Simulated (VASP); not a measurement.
A run of VASP 6.6.1 is set up as follows.

File POSCAR:

```
W
1.0
   -1.5848038465      1.5848038465      1.5848038465
    1.5848038465     -1.5848038465      1.5848038465
    1.5848038465      1.5848038465     -1.5848038465
W
1
Direct
    0.0000000000      0.0000000000      0.0000000000
```

INCAR.step1

```
ALGO     = Normal         # electronic algorithm
EDIFF    = 1E-4           # SCF threshold, eV
ENCUT    = 520            # plane-wave cutoff, eV
GGA      = PE             # functional
ISMEAR   = -1             # smearing method
LASPH    = T              # aspherical terms in the spheres
LCHARG   = F              # write CHGCAR
LREAL    = F              # projectors in reciprocal space
LWAVE    = T              # write WAVECAR
NBANDS   = 13             # bands
NELM     = 80             # most SCF steps
PREC     = Accurate       # precision mode
SIGMA    = 0.1            # smearing width, eV
```

The input INCAR.step2:

```
ALGO     = Normal         # electronic algorithm
EDIFF    = 1E-6           # SCF threshold, eV
ENCUT    = 520            # plane-wave cutoff, eV
ISIF     = 2              # what is computed and relaxed
ISMEAR   = -1             # smearing method
ISTART   = 1            
LASPH    = T              # aspherical terms in the spheres
LCHARG   = F              # write CHGCAR
LMIXTAU  = T            
LREAL    = F              # projectors in reciprocal space
LWAVE    = F              # write WAVECAR
METAGGA  = R2SCAN         # meta-GGA
NBANDS   = 13             # bands
NELM     = 80             # most SCF steps
PREC     = Accurate       # precision mode
SIGMA    = 0.1            # smearing width, eV
```

KPOINTS

```
k-points
0
Gamma
  14 14 14
```

Potentials or basis: VASP PAW PBE potentials, release 64 (W_sv).

The run is started by

```sh
$ cat potpaw_PBE.64/W_sv/POTCAR > POTCAR
$ cp INCAR.step1 INCAR
$ mpirun -np 1 vasp_std > vasp.out
$ cp INCAR.step2 INCAR
$ mpirun -np 1 vasp_std > vasp.out
```

(1) What does it give for the band gap on the k mesh?

(2) Estimate the pressure.

Results:

(1) zero (band 7 reaches 16.53 eV, above the bottom of band 8 at 9.95 eV).

(2) 1.2 GPa.

Caveat: the PAW data sets were made with another functional, which shifts forces and pressure a little; spin-orbit coupling is left out, which moves the levels of the heavy elements.
